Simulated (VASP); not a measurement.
A run of VASP 6.6.1 is set up as follows.

INCAR

```
SYSTEM = Yb
ALGO     = Normal         ! electronic algorithm
EDIFF    = 1E-6           ! SCF threshold, eV
ENCUT    = 520            ! plane-wave cutoff, eV
GGA      = RP             ! functional
ISIF     = 2              ! what is computed and relaxed
ISMEAR   = -1             ! smearing method
LASPH    = .True.         ! aspherical terms in the spheres
LCHARG   = .False.        ! write CHGCAR
LREAL    = .False.        ! projectors in reciprocal space
LWAVE    = .False.        ! write WAVECAR
NBANDS   = 31             ! bands
NELM     = 60             ! most SCF steps
PREC     = Accurate       ! precision mode
SIGMA    = 0.1            ! smearing width, eV
```

Contents of KPOINTS:

```
k-points
0
Gamma
  7 7 7
  0 0 0
```

POSCAR

```
Yb
1.0
    0.0000000000      4.6027583940      4.6027583940
    4.6027583940      0.0000000000      4.6027583940
    4.6027583940      4.6027583940      0.0000000000
Yb
2
Direct
    0.1250000000      0.1250000000      0.1250000000
    0.8750000000      0.8750000000      0.8750000000
```

Potentials or basis: VASP PAW PBE potentials, release 64 (Yb).

Command:

```bash
$ cat potpaw_PBE.64/Yb/POTCAR > POTCAR
$ mpirun -np 1 vasp_std > vasp.out
```

**Question.** What does it give for the pressure?

**Answer.** -0.6 GPa.

**Question.** What does it give for the band gap on the k mesh?

**Answer.** Zero (band 24 reaches 0.22 eV, above the bottom of band 25 at -0.63 eV).

Caveat: the PAW data sets were made with another functional, which shifts forces and pressure a little; spin-orbit coupling is left out, which moves the levels of the heavy elements. Spin polarisation is off, so any magnetic state and its effect on volume and gap are missing.
